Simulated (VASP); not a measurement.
# GeS (Pnma) in VASP: a series of runs

GeS is run at these levels: PBE+D3(BJ); tasks: single point.

Program: VASP 6.6.1. These are calculated values, not measurements. Logs are shortened: lines on timing, memory, paths and dates and some standing lists are left out, and cuts for length are marked.

### 1 The cell of the first run

The structure is orthorhombic, space group Pnma (No. 62). The conventional cell has a = 10.656 Å, b = 3.679 Å, c = 4.358 Å, α = 90.00°, β = 90.00°, γ = 90.00°. Ge (site symmetry m) has 3 S at 2.46 Å within 3.3 Å. S (site symmetry m) has 3 Ge at 2.46 Å within 3.3 Å.

### 2 Single point, PBE+D3(BJ)

File INCAR:

```
ALGO = Normal ; EDIFF = 1E-6
ENCUT = 500 ; GGA = PE
GGA_COMPAT = False ; ISIF = 2
ISMEAR = 0 ; IVDW = 12
LASPH = True ; LCHARG = False
LREAL = False ; LWAVE = False
NBANDS = 50 ; NELM = 120
PREC = Accurate ; SIGMA = 0.02
```

File KPOINTS:

```
k-points
0
Gamma
  4 8 6
```

File POSCAR:

```
GeS
1.0
   10.6563156472      0.0000000000      0.0000000000
    0.0000000000      3.6793767022      0.0000000000
    0.0000000000      0.0000000000      4.3580862065
Ge S
4 4
Direct
    0.1244538398      0.2500000000      0.1352405814
    0.3755461602      0.7500000000      0.6352405814
    0.6244538398      0.2500000000      0.3647594186
    0.8755461602      0.7500000000      0.8647594186
    0.8493944105      0.2500000000      0.4949234733
    0.6506055895      0.7500000000     -0.0050765267
    0.3493944105      0.2500000000      1.0050765267
    0.1506055895      0.7500000000      0.5050765267
```

Potentials or basis: VASP PAW PBE potentials, release 64 (Ge_d, S).

Launch:

```
$ cat potpaw_PBE.64/Ge_d/POTCAR potpaw_PBE.64/S/POTCAR > POTCAR
$ mpirun -np 1 vasp_std > vasp.out
```

OUTCAR:

```text
EDIFF = 1E-6
   ENCUT = 500
   GGA = PE
   ISIF = 2
   ISMEAR = 0
   IVDW = 12
   LASPH = True
   LREAL = False
   NELM = 120
   PREC = Accurate
 IVDW          = 12

 ion  position               nearest neighbor table
   1  0.124  0.250  0.135-   8 2.46   8 2.46   7 2.46
   2  0.376  0.750  0.635-   7 2.46   7 2.46   8 2.46
   3  0.624  0.250  0.365-   6 2.46   6 2.46   5 2.46
   4  0.876  0.750  0.865-   5 2.46   5 2.46   6 2.46
   5  0.849  0.250  0.495-   4 2.46   4 2.46   3 2.46
   6  0.651  0.750  0.995-   3 2.46   3 2.46   4 2.46
   7  0.349  0.250  0.005-   2 2.46   2 2.46   1 2.46
   8  0.151  0.750  0.505-   1 2.46   1 2.46   2 2.46

  LATTYP: Found a simple orthorhombic cell.
 ALAT       =     3.6793767022
 B/A-ratio  =     1.1844631739
 C/A-ratio  =     2.8962284946

  Lattice vectors:

 A1 = (   0.0000000000,   3.6793767022,   0.0000000000)
 A2 = (   0.0000000000,   0.0000000000,   4.3580862065)
 A3 = (  10.6563156472,   0.0000000000,   0.0000000000)

Analysis of symmetry for initial positions (statically):
=====================================================================
 Subroutine PRICEL returns:
 Original cell was already a primitive cell.

 Routine SETGRP: Setting up the symmetry group for a
 simple orthorhombic supercell.

 Subroutine GETGRP returns: Found  8 space group operations
 (whereof  2 operations were pure point group operations)
 out of a pool of  8 trial point group operations.

The static configuration has the point symmetry S_2 .
 The point group associated with its full space group is D_2h.

Analysis of symmetry for dynamics (positions and initial velocities):
=====================================================================
 Subroutine PRICEL returns:
 Original cell was already a primitive cell.

 Routine SETGRP: Setting up the symmetry group for a
 simple orthorhombic supercell.

 Subroutine GETGRP returns: Found  8 space group operations
 (whereof  2 operations were pure point group operations)
 out of a pool of  8 trial point group operations.

The dynamic configuration has the point symmetry S_2 .
 The point group associated with its full space group is D_2h.

 Subroutine INISYM returns: Found  8 space group operations
 (whereof  2 operations are pure point group operations),
 and found     1 'primitive' translations

----------------------------------------------------------------------------------------

                                     Primitive cell

  volume of cell :     170.8745

  direct lattice vectors                    reciprocal lattice vectors
    10.656315647  0.000000000  0.000000000     0.093841064  0.000000000  0.000000000
     0.000000000  3.679376702  0.000000000     0.000000000  0.271785164  0.000000000
     0.000000000  0.000000000  4.358086207     0.000000000  0.000000000  0.229458517

  length of vectors
    10.656315647  3.679376702  4.358086207     0.093841064  0.271785164  0.229458517

  position of ions in fractional coordinates (direct lattice)
     0.124453840  0.250000000  0.135240581
     0.375546160  0.750000000  0.635240581
     0.624453840  0.250000000  0.364759419
     0.875546160  0.750000000  0.864759419
     0.849394410  0.250000000  0.494923473
     0.650605590  0.750000000  0.994923473
     0.349394410  0.250000000  0.005076527
     0.150605590  0.750000000  0.505076527

  ion indices of the primitive-cell ions
   primitive index   ion index
                 1           1
                 2           2
                 3           3
                 4           4
                 5           5
                 6           6
                 7           7
                 8           8

----------------------------------------------------------------------------------------

 KPOINTS: k-points

Automatic generation of k-mesh.
 Grid dimensions read from file:
 generate k-points for:    4    8    6

 Generating k-lattice:

  Cartesian coordinates                     Fractional coordinates (reciprocal lattice)
     0.023460266  0.000000000  0.000000000     0.250000000  0.000000000  0.000000000
     0.000000000  0.033973145  0.000000000     0.000000000  0.125000000  0.000000000
     0.000000000  0.000000000  0.038243086     0.000000000  0.000000000  0.166666667

  Length of vectors
     0.023460266  0.033973145  0.038243086

  Shift w.r.t. Gamma in fractional coordinates (k-lattice)
     0.000000000  0.000000000  0.000000000

 Subroutine IBZKPT returns following result:
 ===========================================

 Found     60 irreducible k-points:

 Following reciprocal coordinates:
            Coordinates               Weight
  0.000000  0.000000  0.000000      1.000000
  0.250000  0.000000  0.000000      2.000000
  0.500000  0.000000  0.000000      1.000000
  0.000000  0.125000  0.000000      2.000000
  0.250000  0.125000  0.000000      4.000000
  0.500000  0.125000  0.000000      2.000000
[... 16 lines left out ...]
  0.250000  0.250000  0.166667      8.000000
  0.500000  0.250000  0.166667      4.000000
 [... further k-points ...]
   k-points           NKPTS =     60   k-points in BZ     NKDIM =     60   number of bands    NBANDS=     50
   number of dos      NEDOS =    301   number of ions     NIONS =      8
   total plane-waves  NPLWV =  71680
   dimension x,y,z NGX =    80 NGY =   28 NGZ =   32
   dimension x,y,z NGXF=   160 NGYF=   56 NGZF=   64
   ions per type =               4   4
   NGX,Y,Z   is equivalent  to a cutoff of  12.48, 12.65, 12.21 a.u.
   NGXF,Y,Z  is equivalent  to a cutoff of  24.96, 25.30, 24.41 a.u.
 SYSTEM =  unknown system
   PREC   = accura    normal or accurate (medium, high low for compatibility)
   ISTART =      0    job   : 0-new  1-cont  2-samecut
   ICHARG =      2    charge: 1-file 2-atom 10-const
   ISPIN  =      1    spin polarized calculation?
   LNONCOLLINEAR =      F non collinear calculations
   LSORBIT =      F    spin-orbit coupling
   LASPH  =      T    aspherical Exc in radial PAW
   ENCUT  =  500.0 eV  36.75 Ry    6.06 a.u.  19.43  6.71  7.95*2*pi/ulx,y,z
   NELM   =    120;   NELMIN=  2; NELMDL= -5     # of ELM steps
   EDIFF  = 0.1E-05   stopping-criterion for ELM
   LREAL  =      F    real-space projection
   EDIFFG = 0.1E-04   stopping-criterion for IOM
   NSW    =      0    number of steps for IOM
   IBRION =     -1    ionic relax: 0-MD 1-quasi-New 2-CG
   NFREE  =      0    steps in history (QN), initial steepest desc. (CG)
   ISIF   =      2    stress and relaxation
   ISYM   =      2    0-nonsym 1-usesym 2-fastsym
   POTIM  = 0.5000    time-step for ionic-motion
   TEBEG  =    0.0;   TEEND  =   0.0 temperature during run
   PSTRESS=    0.0 pullay stress
   NELECT =      80.0000    total number of electrons
   NUPDOWN=      -1.0000    fix difference up-down
   EMIN   =  10.00;   EMAX   =-10.00  energy-range for DOS
   EFERMI =   0.00;   METHOD = LEGACY
   ISMEAR =     0;   SIGMA  =   0.02  broadening in eV -4-tet -1-fermi 0-gaus
   EFERMI_NEDOS =   21; number of points for ismear=-14 and -15
   IALGO  =     38    algorithm
   IMIX   =      4    mixing-type and parameters
     AMIX     =   0.40;   BMIX     =  1.00
     AMIX_MAG =   1.60;   BMIX_MAG =  1.00
  volume/ion in A,a.u.               =      21.36       144.14
  Fermi-wavevector in a.u.,A,eV,Ry     =   1.271196  2.402212 21.986181  1.615939
  Thomas-Fermi vector in A             =   2.404142
   LORBIT       =      0    0 simple, 1 ext, 2 COOP (PROOUT), +10 PAW based schemes
   GGA     = PE    functional components
   LHFCALC =     F    Hartree Fock is set to
   AEXX    =    0.0000 exact exchange contribution
   IVDW    =    12    specifies the selected vdW correction
   LEPSILON=     F    determine dielectric tensor
   LRPA    =     F    only Hartree local field effects (RPA)
 non-spin polarized calculation
 Gauss-broadening in eV      SIGMA  =   0.02
  energy-cutoff  :      500.00
  volume of cell :      170.87
 maximum number of plane-waves:      4372
 NGX is ok and might be reduce to    80
   NGX = 39   NGY = 13   NGZ = 15

 number of electron      80.0000039 magnetization

 Free energy of the ion-electron system (eV)
  ---------------------------------------------------
  ext. energy  EPLUGINS =         0.00000000
  ---------------------------------------------------
  free energy    TOTEN  =       -36.63899004 eV

  energy without entropy =      -36.63899004  energy(sigma->0) =      -36.63899004

 E-fermi :   4.6445     XC(G=0):  -9.9174

 val. band max:        4.5200631657   @ k =   0.0000   0.0000   0.3333
 cond. band min:       5.7500933324   @ k =   0.0000   0.0000   0.0000
 fundamental gap:      1.2300301667
 Fermi energy:         4.6445291834

 k-point     1 :       0.0000    0.0000    0.0000
  band No.  band energies     occupation
      1     -19.8189      2.00000
      2     -19.8165      2.00000
      3     -19.8120      2.00000
      4     -19.8105      2.00000
      5     -19.8098      2.00000
      6     -19.8088      2.00000
[... 42 lines left out ...]
     49      10.0668      0.00000
     50      10.5009      0.00000

 k-point     2 :       0.2500    0.0000    0.0000
  band No.  band energies     occupation
      1     -19.8186      2.00000
      2     -19.8170      2.00000
      3     -19.8117      2.00000
      4     -19.8107      2.00000
      5     -19.8097      2.00000
      6     -19.8091      2.00000
[... 42 lines left out ...]
     49      10.2574      0.00000
     50      10.2728      0.00000

 k-point     3 :       0.5000    0.0000    0.0000
  band No.  band energies     occupation
      1     -19.8178      2.00000
      2     -19.8178      2.00000
      3     -19.8112      2.00000
      4     -19.8112      2.00000
      5     -19.8094      2.00000
      6     -19.8094      2.00000
[... 42 lines left out ...]
     49       9.8939      0.00000
     50       9.8942      0.00000

 k-point     4 :       0.0000    0.1250    0.0000
  band No.  band energies     occupation
      1     -19.8172      2.00000
      2     -19.8153      2.00000
      3     -19.8109      2.00000
      4     -19.8106      2.00000
      5     -19.8096      2.00000
      6     -19.8089      2.00000
[... 999 lines left out ...]
 k-point    23 :       0.2500    0.2500    0.1667
  band No.  band energies     occupation
      1     -19.8148      2.00000
      2     -19.8141      2.00000
      3     -19.8131      2.00000
      4     -19.8126      2.00000
      5     -19.8084      2.00000
      6     -19.8077      2.00000
[... 42 lines left out ...]
     49       9.0053      0.00000
     50       9.7632      0.00000

 k-point    24 :       0.5000    0.2500    0.1667
  band No.  band energies     occupation
      1     -19.8145      2.00000
      2     -19.8145      2.00000
      3     -19.8127      2.00000
      4     -19.8127      2.00000
      5     -19.8081      2.00000
      6     -19.8081      2.00000
[... 42 lines left out ...]
     49       9.3370      0.00000
     50       9.3370      0.00000

 [... further k-points ...]

------------------------ aborting loop because EDIFF is reached ----------------------------------------

 Edisp (eV)   -2.61802

 E8    (eV) :    -1.0684

  FORCE on cell =-STRESS in cart. coord.  units (eV):
  Direction    XX          YY          ZZ          XY          YZ          ZX
  --------------------------------------------------------------------------------------
  -------------------------------------------------------------------------------------
  Total      -0.10260    -0.10118    -0.08010     0.00000    -0.00000     0.00000
  in kB      -0.96203    -0.94873    -0.75100     0.00000    -0.00000     0.00000
  external pressure =       -0.89 kB  Pullay stress =        0.00 kB

 VOLUME and BASIS-vectors are now :
 -----------------------------------------------------------------------------
  energy-cutoff  :      500.00
  volume of cell :      170.87
      direct lattice vectors                 reciprocal lattice vectors
    10.656315647  0.000000000  0.000000000     0.093841064  0.000000000  0.000000000
     0.000000000  3.679376702  0.000000000     0.000000000  0.271785164  0.000000000
     0.000000000  0.000000000  4.358086207     0.000000000  0.000000000  0.229458517

 POSITION                                       TOTAL-FORCE (eV/Angst)
 -----------------------------------------------------------------------------------
      1.32622      0.91984      0.58939         0.001246      0.000000     -0.006628
      4.00194      2.75953      2.76843        -0.001246     -0.000000     -0.006628
      6.65438      0.91984      1.58965         0.001246      0.000000      0.006628
      9.33010      2.75953      3.76870        -0.001246     -0.000000      0.006628
      9.05141      0.91984      2.15692        -0.001391     -0.000000     -0.005259
      6.93306      2.75953      4.33596         0.001391     -0.000000     -0.005259
      3.72326      0.91984      0.02212        -0.001391     -0.000000      0.005259
      1.60490      2.75953      2.20117         0.001391      0.000000      0.005259
 -----------------------------------------------------------------------------------
    total drift:                                0.000000     -0.000000      0.000000

  FREE ENERGIE OF THE ION-ELECTRON SYSTEM (eV)
  ---------------------------------------------------
  free  energy   TOTEN  =       -39.2570073205 eV

  energy  without entropy=      -39.2570073205  energy(sigma->0) =      -39.25700732
```

Run time: 3.4 min. Hardware: 1 thread of Intel Xeon 6975P-C (Granite Rapids), shared host; peak memory 0.49 GiB.

Results:

| Quantity | Value |
| --- | --- |
| Free energy | -39.2570 eV |
| Pressure | -0.1 GPa |
| Largest force | 0.007 eV/Å |
| Band gap on the k mesh | 1.23 eV, indirect (least direct gap 1.26 eV) |
| Dispersion energy per atom | -0.327 eV |

Forces on the atoms (eV/Å):
```
Ge   0.001  0.000 -0.007
Ge  -0.001  0.000 -0.007
Ge   0.001  0.000  0.007
Ge  -0.001  0.000  0.007
S   -0.001  0.000 -0.005
S    0.001  0.000 -0.005
S   -0.001  0.000  0.005
S    0.001  0.000  0.005
```

A k mesh can miss the band edges.

(Continued in part 2 of 2.)
